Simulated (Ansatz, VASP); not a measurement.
One calculation of LaNb4O, two programs

```
CELL_PARAMETERS angstrom
3.73443 0.00000 0.00000
0.00000 3.73443 0.00000
0.00000 0.00000 9.34604
ATOMIC_POSITIONS crystal
La 0.50000 0.50000 0.00000
Nb 0.00000 0.50000 0.63871
Nb 0.50000 0.00000 0.63871
Nb 0.00000 0.50000 0.36129
Nb 0.50000 0.00000 0.36129
O 0.00000 0.00000 0.00000
```

Alike in both runs: functional PBE; k mesh 4 × 4 × 4; occupations gaussian, width 0.1 eV; no spin polarisation.

Ansatz relaxed the structure, and its values are those at the end. VASP's run is a single point on that final structure, the one shown.

|  | VASP | Ansatz |
| --- | --- | --- |
| version | VASP 6.6.1 | Ansatz 0.2.0 |
| potentials or method | VASP PAW PBE potentials, release 64 (La, Nb_sv, O), cutoff 520 eV | scalar-relativistic, plane waves, PAW |
| valence electrons in the cell | 69 | 69 |

Ansatz gave:

| Quantity | Value |
| --- | --- |
| gap on the k mesh at the Fermi level (eV) | none |
| pressure (GPa) | 0.1 |
| rms of the force components (eV/Å) | 0.009 |

Problem. Estimate VASP's values.

Solution. gap on the k mesh at the Fermi level (eV): none; pressure (GPa): -0.1; rms of the force components (eV/Å): 0.010.

A gap of «none» marks a metal or a gap that the smearing closes.

The k mesh is coarse, so the values compare programs but aren't converged. Spin-orbit coupling is off throughout.
